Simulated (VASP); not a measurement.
TaSi2, 9 atoms in the cell. The structure is hexagonal, space group P6_222 (No. 180). Conventional cell: a = 4.761 Å, b = 4.761 Å, c = 6.558 Å, α = 90.00°, β = 90.00°, γ = 120.00°. Within 3.4 Å of Ta (site symmetry 222) lie 10 Si at 2.60 to 2.81 Å and 4 Ta at 3.23 Å. Within 3.4 Å of Si (site symmetry 2) lie 9 Si at 2.55 to 3.31 Å and 5 Ta at 2.60 to 2.81 Å. 

| Quantity | Value |
| --- | --- |
| Program | VASP 6.6.1 |
| Task | single point |
| Functional | PBEsol |
| Potentials or basis | VASP PAW PBE potentials, release 64 (Ta_pv, Si) |
| Cutoff | 520 eV |
| k mesh | 9 × 9 × 6 |
| Occupations | gaussian, width 0.1 eV |
| Spin | no spin polarisation |
| Dipole correction | no |
| Further INCAR settings | ALGO = Normal; EDIFF = 1e-07; NBANDS = 38 |

Potentials or basis: VASP PAW PBE potentials, release 64 (Ta_pv, Si).

Launch:

```bash
$ cat potpaw_PBE.64/Ta_pv/POTCAR potpaw_PBE.64/Si/POTCAR > POTCAR
$ mpirun -np 1 vasp_std > vasp.out
```

Hardware: 1 thread of AMD EPYC 7R43 64-Core Processor (Zen 3) (shared host).

Problem. How long does it take, and how much memory?

Solution. Run time: 4.4 min on 1 thread of AMD EPYC 7R43 64-Core Processor (Zen 3) (shared host), peak memory 0.31 GiB. Counts: scf iterations 15, k points 48.
